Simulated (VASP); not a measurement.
# SiC in VASP: notebook

Runs on SiC. Level: PBE. Tasks: single point.

Program: VASP 6.6.1. These are calculated values, not measurements. Logs are shortened: lines on timing, memory, paths and dates and some standing lists are left out, and cuts for length are marked.

## 1. The cell of the first run

The structure is cubic, space group F-43m (No. 216). The conventional cell has a = 4.356 Å, b = 4.356 Å, c = 4.356 Å, α = 90.00°, β = 90.00°, γ = 90.00°. Within 2.5 Å of Si (site symmetry -43m) lie 4 C at 1.89 Å. Within 2.5 Å of C (site symmetry -43m) lie 4 Si at 1.89 Å.

## 2. Single point, PBE

INCAR

```
PREC     = Accurate       # precision mode
ENCUT    = 520            # plane-wave cutoff, eV
EDIFF    = 1E-7           # SCF threshold, eV
ISMEAR   = 0              # smearing method
SIGMA    = 0.01           # smearing width, eV
LREAL    = False          # projectors in reciprocal space
LASPH    = True           # aspherical terms in the spheres
NELM     = 60             # most SCF steps
ALGO     = Normal         # electronic algorithm
ISIF     = 2              # what is computed and relaxed
LWAVE    = False          # write WAVECAR
LCHARG   = False          # write CHGCAR
GGA      = PE             # functional
NBANDS   = 11             # bands
```

KPOINTS

```
regular mesh
0
Gamma
  6 6 6
```

POSCAR

```
SiC
1.0
    0.0000000000      2.1780523450      2.1780523450
    2.1780523450      0.0000000000      2.1780523450
    2.1780523450      2.1780523450      0.0000000000
Si C
1 1
Direct
    0.0000000000      0.0000000000      0.0000000000
    0.2500000000      0.2500000000      0.2500000000
```

Potentials or basis: VASP PAW PBE potentials, release 64 (Si, C).

Launch:

```console
cat potpaw_PBE.64/Si/POTCAR potpaw_PBE.64/C/POTCAR > POTCAR
mpirun -np 1 vasp_std > vasp.out
```

OUTCAR:

```text
PREC = Accurate
   ENCUT = 520
   EDIFF = 1E-7
   ISMEAR = 0
   LREAL = False
   LASPH = True
   NELM = 60
   ISIF = 2
   GGA = PE

 ion  position               nearest neighbor table
   1  0.000  0.000  0.000-   2 1.89   2 1.89   2 1.89   2 1.89
   2  0.250  0.250  0.250-   1 1.89   1 1.89   1 1.89   1 1.89

  LATTYP: Found a face centered cubic cell.
 ALAT       =     4.3561046900

  Lattice vectors:

 A1 = (   0.0000000000,   2.1780523450,   2.1780523450)
 A2 = (   2.1780523450,   0.0000000000,   2.1780523450)
 A3 = (   2.1780523450,   2.1780523450,   0.0000000000)

Analysis of symmetry for initial positions (statically):
=====================================================================
 Subroutine PRICEL returns:
 Original cell was already a primitive cell.

 Routine SETGRP: Setting up the symmetry group for a
 face centered cubic supercell.

 Subroutine GETGRP returns: Found 24 space group operations
 (whereof 24 operations were pure point group operations)
 out of a pool of 48 trial point group operations.

The static configuration has the point symmetry T_d .

Analysis of symmetry for dynamics (positions and initial velocities):
=====================================================================
 Subroutine PRICEL returns:
 Original cell was already a primitive cell.

 Routine SETGRP: Setting up the symmetry group for a
 face centered cubic supercell.

 Subroutine GETGRP returns: Found 24 space group operations
 (whereof 24 operations were pure point group operations)
 out of a pool of 48 trial point group operations.

The dynamic configuration has the point symmetry T_d .

 Subroutine INISYM returns: Found 24 space group operations
 (whereof 24 operations are pure point group operations),
 and found     1 'primitive' translations

----------------------------------------------------------------------------------------

                                     Primitive cell

  volume of cell :      20.6650

  direct lattice vectors                    reciprocal lattice vectors
     0.000000000  2.178052345  2.178052345    -0.229562894  0.229562894  0.229562894
     2.178052345  0.000000000  2.178052345     0.229562894 -0.229562894  0.229562894
     2.178052345  2.178052345  0.000000000     0.229562894  0.229562894 -0.229562894

  length of vectors
     3.080231166  3.080231166  3.080231166     0.397614596  0.397614596  0.397614596

  position of ions in fractional coordinates (direct lattice)
     0.000000000  0.000000000  0.000000000
     0.250000000  0.250000000  0.250000000

  ion indices of the primitive-cell ions
   primitive index   ion index
                 1           1
                 2           2

----------------------------------------------------------------------------------------

 KPOINTS: regular mesh

Automatic generation of k-mesh.
 Grid dimensions read from file:
 generate k-points for:    6    6    6

 Generating k-lattice:

  Cartesian coordinates                     Fractional coordinates (reciprocal lattice)
    -0.038260482  0.038260482  0.038260482     0.166666667  0.000000000  0.000000000
     0.038260482 -0.038260482  0.038260482     0.000000000  0.166666667  0.000000000
     0.038260482  0.038260482 -0.038260482     0.000000000  0.000000000  0.166666667

  Length of vectors
     0.066269099  0.066269099  0.066269099

  Shift w.r.t. Gamma in fractional coordinates (k-lattice)
     0.000000000  0.000000000  0.000000000

 Subroutine IBZKPT returns following result:
 ===========================================

 Found     16 irreducible k-points:

 Following reciprocal coordinates:
            Coordinates               Weight
  0.000000  0.000000  0.000000      1.000000
  0.166667  0.000000  0.000000      8.000000
  0.333333  0.000000  0.000000      8.000000
  0.500000  0.000000  0.000000      4.000000
  0.166667  0.166667  0.000000      6.000000
  0.333333  0.166667  0.000000     24.000000
[... 8 lines left out ...]
 -0.333333  0.333333  0.166667     24.000000
 -0.333333  0.500000  0.166667     12.000000
   k-points           NKPTS =     16   k-points in BZ     NKDIM =     16   number of bands    NBANDS=     11
   number of dos      NEDOS =    301   number of ions     NIONS =      2
   total plane-waves  NPLWV =  13824
   dimension x,y,z NGX =    24 NGY =   24 NGZ =   24
   dimension x,y,z NGXF=    48 NGYF=   48 NGZF=   48
   ions per type =               1   1
   NGX,Y,Z   is equivalent  to a cutoff of  12.95, 12.95, 12.95 a.u.
   NGXF,Y,Z  is equivalent  to a cutoff of  25.91, 25.91, 25.91 a.u.
 SYSTEM =  unknown system
   PREC   = accura    normal or accurate (medium, high low for compatibility)
   ISTART =      0    job   : 0-new  1-cont  2-samecut
   ICHARG =      2    charge: 1-file 2-atom 10-const
   ISPIN  =      1    spin polarized calculation?
   LNONCOLLINEAR =      F non collinear calculations
   LSORBIT =      F    spin-orbit coupling
   LASPH  =      T    aspherical Exc in radial PAW
   ENCUT  =  520.0 eV  38.22 Ry    6.18 a.u.   5.73  5.73  5.73*2*pi/ulx,y,z
   NELM   =     60;   NELMIN=  2; NELMDL= -5     # of ELM steps
   EDIFF  = 0.1E-06   stopping-criterion for ELM
   LREAL  =      F    real-space projection
   EDIFFG = 0.1E-05   stopping-criterion for IOM
   NSW    =      0    number of steps for IOM
   IBRION =     -1    ionic relax: 0-MD 1-quasi-New 2-CG
   NFREE  =      0    steps in history (QN), initial steepest desc. (CG)
   ISIF   =      2    stress and relaxation
   ISYM   =      2    0-nonsym 1-usesym 2-fastsym
   POTIM  = 0.5000    time-step for ionic-motion
   TEBEG  =    0.0;   TEEND  =   0.0 temperature during run
   PSTRESS=    0.0 pullay stress
   NELECT =       8.0000    total number of electrons
   NUPDOWN=      -1.0000    fix difference up-down
   EMIN   =  10.00;   EMAX   =-10.00  energy-range for DOS
   EFERMI =   0.00;   METHOD = LEGACY
   ISMEAR =     0;   SIGMA  =   0.01  broadening in eV -4-tet -1-fermi 0-gaus
   EFERMI_NEDOS =   21; number of points for ismear=-14 and -15
   IALGO  =     38    algorithm
   IMIX   =      4    mixing-type and parameters
     AMIX     =   0.40;   BMIX     =  1.00
     AMIX_MAG =   1.60;   BMIX_MAG =  1.00
  volume/ion in A,a.u.               =      10.33        69.73
  Fermi-wavevector in a.u.,A,eV,Ry     =   1.193145  2.254717 19.369182  1.423595
  Thomas-Fermi vector in A             =   2.329166
   LORBIT       =      0    0 simple, 1 ext, 2 COOP (PROOUT), +10 PAW based schemes
   GGA     = PE    functional components
   LHFCALC =     F    Hartree Fock is set to
   AEXX    =    0.0000 exact exchange contribution
   IVDW    =     0    specifies the selected vdW correction
   LEPSILON=     F    determine dielectric tensor
   LRPA    =     F    only Hartree local field effects (RPA)
 non-spin polarized calculation
 Gauss-broadening in eV      SIGMA  =   0.01
  energy-cutoff  :      520.00
  volume of cell :       20.66
 maximum number of plane-waves:       568
   NGX = 11   NGY = 11   NGZ = 11

 number of electron       8.0000001 magnetization

 Free energy of the ion-electron system (eV)
  ---------------------------------------------------
  ext. energy  EPLUGINS =         0.00000000
  ---------------------------------------------------
  free energy    TOTEN  =       -15.04652198 eV

  energy without entropy =      -15.04652198  energy(sigma->0) =      -15.04652198

 E-fermi :   8.1813     XC(G=0): -11.3598

 val. band max:        8.1291488039   @ k =   0.0000   0.0000   0.0000
 cond. band min:       9.4788432445   @ k =   0.5000   0.5000   0.0000
 fundamental gap:      1.3496944406
 Fermi energy:         8.1813096380

 k-point     1 :       0.0000    0.0000    0.0000
  band No.  band energies     occupation
      1      -7.2877      2.00000
      2       8.1291      2.00000
      3       8.1291      2.00000
      4       8.1291      2.00000
      5      14.3772      0.00000
      6      15.4392      0.00000
      7      15.4392      0.00000
      8      15.4392      0.00000
      9      22.6369      0.00000
     10      22.6369      0.00000
     11      24.6248      0.00000

 k-point     2 :       0.1667    0.0000    0.0000
  band No.  band energies     occupation
      1      -6.7479      2.00000
      2       5.7568      2.00000
      3       7.7990      2.00000
      4       7.7990      2.00000
      5      14.4808      0.00000
      6      15.9578      0.00000
      7      15.9578      0.00000
      8      16.4923      0.00000
      9      21.1028      0.00000
     10      21.1028      0.00000
     11      23.8010      0.00000

 k-point     3 :       0.3333    0.0000    0.0000
  band No.  band energies     occupation
      1      -5.2193      2.00000
      2       1.9484      2.00000
      3       7.2849      2.00000
      4       7.2849      2.00000
      5      13.8233      0.00000
      6      15.7731      0.00000
      7      15.7731      0.00000
      8      18.0554      0.00000
      9      22.4131      0.00000
     10      22.4131      0.00000
     11      23.4009      0.00000

 k-point     4 :       0.5000    0.0000    0.0000
  band No.  band energies     occupation
      1      -3.7152      2.00000
      2      -0.4166      2.00000
      3       7.0764      2.00000
      4       7.0764      2.00000
      5      13.5712      0.00000
      6      15.3551      0.00000
      7      15.3551      0.00000
      8      18.1881      0.00000
      9      24.3413      0.00000
     10      25.3709      0.00000
     11      25.3709      0.00000
[... 127 lines left out ...]
 k-point    14 :       0.5000    0.3333    0.1667
  band No.  band energies     occupation
      1      -3.9341      2.00000
      2       2.1723      2.00000
      3       4.0243      2.00000
      4       5.7077      2.00000
      5      13.0237      0.00000
      6      15.8833      0.00000
      7      16.7184      0.00000
      8      19.8146      0.00000
      9      21.4589      0.00000
     10      24.9351      0.00000
     11      28.7460      0.00000

 k-point    15 :      -0.3333    0.3333    0.1667
  band No.  band energies     occupation
      1      -2.6309      2.00000
      2       0.7491      2.00000
      3       3.4115      2.00000
      4       5.0052      2.00000
      5      13.2488      0.00000
      6      16.0259      0.00000
      7      18.4531      0.00000
      8      19.4241      0.00000
      9      21.0519      0.00000
     10      24.6049      0.00000
     11      29.3033      0.00000

 k-point    16 :      -0.3333    0.5000    0.1667
  band No.  band energies     occupation
      1      -2.0922      2.00000
      2       0.8368      2.00000
      3       3.6165      2.00000
      4       3.7407      2.00000
      5      12.1189      0.00000
      6      15.2243      0.00000
      7      18.9701      0.00000
      8      20.3498      0.00000
      9      22.3250      0.00000
     10      25.8532      0.00000
     11      29.2921      0.00000

------------------------ aborting loop because EDIFF is reached ----------------------------------------

  FORCE on cell =-STRESS in cart. coord.  units (eV):
  Direction    XX          YY          ZZ          XY          YZ          ZX
  --------------------------------------------------------------------------------------
  -------------------------------------------------------------------------------------
  Total        0.4572699      0.4572699      0.4572699      0.0000000      0.0000000     -0.0000000
  in kB       35.4526154     35.4526154     35.4526154      0.0000000      0.0000000     -0.0000000
  external PRESSURE =      35.4526154 kB  Pullay stress =       0.0000000 kB

 VOLUME and BASIS-vectors are now :
 -----------------------------------------------------------------------------
  energy-cutoff  :      520.00
  volume of cell :       20.66
      direct lattice vectors                 reciprocal lattice vectors
     0.000000000  2.178052345  2.178052345    -0.229562894  0.229562894  0.229562894
     2.178052345  0.000000000  2.178052345     0.229562894 -0.229562894  0.229562894
     2.178052345  2.178052345  0.000000000     0.229562894  0.229562894 -0.229562894

 POSITION                                       TOTAL-FORCE (eV/Angst)
 -----------------------------------------------------------------------------------
      0.00000      0.00000      0.00000         0.000000      0.000000      0.000000
      1.08903      1.08903      1.08903        -0.000000     -0.000000     -0.000000
 -----------------------------------------------------------------------------------
    total drift:                                0.000000      0.000000      0.000000

  FREE ENERGIE OF THE ION-ELECTRON SYSTEM (eV)
  ---------------------------------------------------
  free  energy   TOTEN  =       -15.0465219786 eV

  energy  without entropy=      -15.0465219786  energy(sigma->0) =      -15.04652198
```

Run time: 2.4 s. Hardware: 1 thread of Intel Xeon 6975P-C, shared host; peak memory 0.13 GiB.

Results:

```
Free energy            : -15.0465 eV
Pressure               : 3.5 GPa
Band gap on the k mesh : 1.35 eV, indirect (least direct gap 4.54 eV)
```

A k mesh can miss the band edges.

## 3. Single point, PBE (strain +4.0%)

INCAR

```
SYSTEM = SiC
PREC = Accurate
ENCUT = 520
EDIFF = 1E-6
ISMEAR = 0
SIGMA = 0.01
LREAL = .FALSE.
LASPH = .TRUE.
NELM = 80
ALGO = Normal
ISIF = 2
LWAVE = .FALSE.
LCHARG = .TRUE.
GGA = PE
LELF = .TRUE.
LVHAR = .TRUE.
NBANDS = 11
```

KPOINTS

```
regular mesh
0
G
  6 6 6
  0 0 0
```

POSCAR

```
SiC
1.0
    0.0000000000      2.2651744388      2.2651744388
    2.2651744388      0.0000000000      2.2651744388
    2.2651744388      2.2651744388      0.0000000000
Si C
1 1
Direct
    0.0000000000      0.0000000000      0.0000000000
    0.2500000000      0.2500000000      0.2500000000
```

Potentials or basis: VASP PAW PBE potentials, release 64 (Si, C).

Launch:

```console
cat potpaw_PBE.64/Si/POTCAR potpaw_PBE.64/C/POTCAR > POTCAR
mpirun -np 1 vasp_std > vasp.out
```

It took 2.4 s on 1 thread of Intel Xeon 6975P-C, shared host; peak memory 0.13 GiB.

It converged, with:

| Property | Result |
| --- | --- |
| Free energy | -14.9166 eV |
| Pressure | -17.6 GPa |
| Band gap on the k mesh | 1.45 eV, indirect (least direct gap 4.41 eV) |

Levels at points of the mesh, in eV from the valence-band top:
| k point | band 2 | band 3 | band 4 | band 5 | band 6 | band 7 |
| --- | --- | --- | --- | --- | --- | --- |
| (0.00, 0.00, 0.00) | 0.00 | 0.00 | 0.00 | 4.88 | 6.54 | 6.54 |
| (0.50, 0.00, 0.00) | -7.93 | -1.02 | -1.02 | 4.41 | 6.76 | 6.76 |
| (0.50, 0.50, 0.00) | -7.45 | -2.96 | -2.96 | 1.45 | 3.93 | 12.71 |

Caveat: the cell differs from its parent crystal (strain +4.0%).

## 4. Single point, PBE (uniaxial z strain -2.0%)

INCAR

```
  ALGO = Normal
  EDIFF = 1E-7
  ENCUT = 520
  GGA = PE
  ISIF = 2
  ISMEAR = 0
  LASPH = True
  LCHARG = False
  LREAL = False
  LWAVE = False
  NBANDS = 11
  NELM = 80
  PREC = Accurate
  SIGMA = 0.01
```

KPOINTS

```
k-points
0
Gamma
  6 6 6
```

POSCAR

```
SiC
1.0
    0.0000000000      2.1780523450      2.1344912981
    2.1780523450      0.0000000000      2.1344912981
    2.1780523450      2.1780523450      0.0000000000
Si C
1 1
Direct
    0.0000000000      0.0000000000      0.0000000000
    0.2500000000      0.2500000000      0.2500000000
```

Launch:

```console
cat potpaw_PBE.64/Si/POTCAR potpaw_PBE.64/C/POTCAR > POTCAR
mpirun -np 1 vasp_std > vasp.out
```

It took 3.4 s on 1 thread of Intel Xeon 6975P-C, shared host; peak memory 0.13 GiB.

Results (log left out):

* Free energy: -15.0269 eV
* Pressure: 8.3 GPa
* Band gap on the k mesh: 1.12 eV, indirect (least direct gap 4.53 eV)

Stress tensor (GPa, compression positive):
```
 6.61  0.00  0.00
 0.00  6.61  0.00
 0.00  0.00 11.57
```

Levels at points of the mesh, in eV from the valence-band top:
```tsv
k point	band 1	band 2	band 3	band 4	band 5	band 6	band 7	band 8	band 9
(0.00, 0.00, 0.00)	-15.67	-0.13	-0.13	0.00	6.39	7.33	7.38	7.38	14.23
(0.50, 0.00, 0.00)	-12.02	-8.75	-1.27	-1.03	5.50	7.06	7.42	10.09	16.32
(0.50, 0.50, 0.00)	-10.44	-7.79	-3.46	-3.46	1.12	4.07	14.13	14.13	15.20
(0.50, 0.00, 0.50)	-10.60	-8.04	-3.26	-3.23	1.31	4.42	13.90	14.54	14.87
```

Caveat: the cell differs from its parent crystal (uniaxial z strain -2.0%). A k mesh can miss the band edges.

[end of part 1 of 2]
